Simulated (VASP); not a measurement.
# TiO2: single point with PBE+U

TiO2:

```xyz
6
Lattice="-2.0560 2.0560 4.2140 2.0560 -2.0560 4.2140 2.0560 2.0560 -4.2140" Properties=species:S:1:pos:R:3 pbc="T T T"
Ti    0.0000    0.0000    0.0000
Ti    0.0000    2.0560    2.1070
O     0.0000    0.0000    1.7728
O     0.0000    2.0560    3.8798
O     0.0000    2.0560    0.3343
O     0.0000    0.0000    6.6553
```

This cell differs from its parent crystal: atoms shifted along a free coordinate, c/a of the conventional cell at fixed volume 2.0496.

```yaml
Program: VASP 6.6.1
Task: single point
Functional: PBE
Potentials_or_basis: VASP PAW PBE potentials, release 64 (Ti_sv, O)
Cutoff: 520 eV
k_mesh: 8 × 8 × 8
Occupations: gaussian, width 0.05 eV
Spin: no spin polarisation
Hubbard_terms: Ti d U = 4.0 eV
Dipole_correction: no
Further_INCAR_settings: ALGO = Normal; EDIFF = 1e-07; NBANDS = 33
```

```
Pressure               : 17.0 GPa
Largest force          : 3.813 eV/Å
Band gap on the k mesh : 2.58 eV (least direct gap 2.61 eV)
```

Forces in eV/Å, atoms in the order of the input:
```
Ti   0.000  0.000  0.000
Ti   0.000  0.000  0.000
O    0.000  0.000  3.813
O    0.000  0.000  3.813
O    0.000  0.000 -3.813
O    0.000  0.000 -3.813
```

Stress tensor (GPa, compression positive):
```
-7.62  0.00  0.00
 0.00 -7.62  0.00
 0.00  0.00 66.13
```

Levels at points of the mesh, in eV from the valence-band top:
```csv
k point,band 20,band 21,band 22,band 23,band 24,band 25,band 26,band 27,band 28,band 29
"(0.00, 0.00, 0.00)",-0.63,-0.63,-0.31,-0.31,-0.03,2.58,3.93,4.24,4.59,4.59
"(0.50, 0.00, 0.00)",-1.69,-1.45,-0.68,-0.60,-0.10,3.65,4.10,4.24,4.45,4.92
"(0.50, 0.50, 0.00)",-2.24,-1.39,-1.39,-0.02,-0.02,4.21,4.21,4.56,4.56,5.16
"(0.50, 0.50, 0.50)",-0.87,-0.78,-0.78,-0.60,-0.60,3.22,3.22,4.48,4.48,4.69
```

Eigenvalues of the final occupation matrices:
| site | spin | trace | eigenvalues |
| --- | --- | --- | --- |
| site 1 d | 1 | 0.85 | 0.07 0.13 0.13 0.18 0.35 |
| site 1 d | 2 | 0.85 | 0.07 0.13 0.13 0.18 0.35 |
| site 2 d | 1 | 0.85 | 0.07 0.13 0.13 0.18 0.35 |
| site 2 d | 2 | 0.85 | 0.07 0.13 0.13 0.18 0.35 |

It took 5.7 min on 1 thread of Intel Xeon 8259CL, with other jobs on the host, peak memory 0.3 GiB.

Caveat: the cell stands under pressure; forces of over 1 eV/Å act on the atoms, so gaps and moduli don't describe the material at rest. A k mesh can miss the band edges.
